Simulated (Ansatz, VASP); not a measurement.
# Mo in VASP and in Ansatz

Contents of INCAR:

```
PREC = Accurate ; ENCUT = 520
EDIFF = 1E-7 ; ISMEAR = -1
SIGMA = 0.1 ; LREAL = F
LASPH = T ; NELM = 80
ALGO = Normal ; ISIF = 2
LWAVE = F ; LCHARG = F
GGA = PE ; NBANDS = 13
```

The input KPOINTS:

```
Automatic mesh
0
Gamma
  13 13 13
```

The input POSCAR:

```
Mo
1.0
   -1.5734200000      1.5734200000      1.5734200000
    1.5734200000     -1.5734200000      1.5734200000
    1.5734200000      1.5734200000     -1.5734200000
Mo
1
Direct
    0.0000000000      0.0000000000      0.0000000000
```

Input for Ansatz:

```yaml
crystal:
  lattice:
    - [-1.57342, 1.57342, 1.57342]
    - [1.57342, -1.57342, 1.57342]
    - [1.57342, 1.57342, -1.57342]
  atoms:
    - { symbol: Mo, position: [0.0, 0.0, 0.0] }
basis:
  ecutwfc: 500.0
kpoints:
  mp_grid:
    grid: [13, 13, 13]
hamiltonian:
  xc: pbe
scf:
  convergence:
    dr2_threshold: 1.0e-10
  occupations:
    method: fermi_dirac
    width: 0.1
output:
  stress: true
```

Alike in both runs: task single point; functional PBE; k mesh 13 × 13 × 13; occupations fermi-dirac, width 0.1 eV; no spin polarisation.

|  | VASP | Ansatz |
| --- | --- | --- |
| version | VASP 6.6.1 | Ansatz 0.2.0 |
| potentials or method | VASP PAW PBE potentials, release 64 (Mo_sv), cutoff 520 eV | plane waves, PAW |
| valence electrons in the cell | 14 | 14 |

```tsv
	VASP	Ansatz	Ansatz less VASP
pressure (GPa)	3.9	3.4	-0.55
```
